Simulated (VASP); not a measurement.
Set up this calculation in VASP 6.6.1, as the native input.

```yaml
Task: single point
Functional: PBE
Potentials_or_basis: VASP PAW PBE potentials, release 64 (Mg, O)
Cutoff: 600 eV
k_mesh: 8 × 8 × 8
Occupations: gaussian, width 0.01 eV
Spin: no spin polarisation
Dipole_correction: no
Further_INCAR_settings: ALGO = Normal; EDIFF = 1e-06; NBANDS = 11
```

The structure of MgO (Periclase) lies in POSCAR:

```
MgO
1.0
    0.0000000000      2.0834349307      2.0834349307
    2.0834349307      0.0000000000      2.0834349307
    2.0834349307      2.0834349307      0.0000000000
Mg O
1 1
Direct
    0.0000000000      0.0000000000      0.0000000000
    0.5000000000      0.5000000000      0.5000000000
```

This cell differs from its parent crystal: volume changed by -6%.

The input as run:

INCAR

```
PREC = Accurate ; ENCUT = 600
EDIFF = 1E-6 ; ISMEAR = 0
SIGMA = 0.01 ; LREAL = False
LASPH = True ; NELM = 120
ALGO = Normal ; ISIF = 2
LWAVE = False ; LCHARG = False
GGA = PE ; NBANDS = 11
GGA_COMPAT = False
```

KPOINTS

```
Automatic mesh
0
Gamma
  8 8 8
```

Potentials or basis: VASP PAW PBE potentials, release 64 (Mg, O).

Run with:

```console
$ cat potpaw_PBE.64/Mg/POTCAR potpaw_PBE.64/O/POTCAR > POTCAR
$ mpirun -np 1 vasp_std > vasp.out
```

It gave:

```
Pressure               : 9.5 GPa
Band gap on the k mesh : 5.05 eV, direct
```

It took 8.5 s on 1 thread of Intel(R) Xeon(R) Platinum 8488C (Sapphire Rapids), on a shared host, peak memory 0.14 GiB.
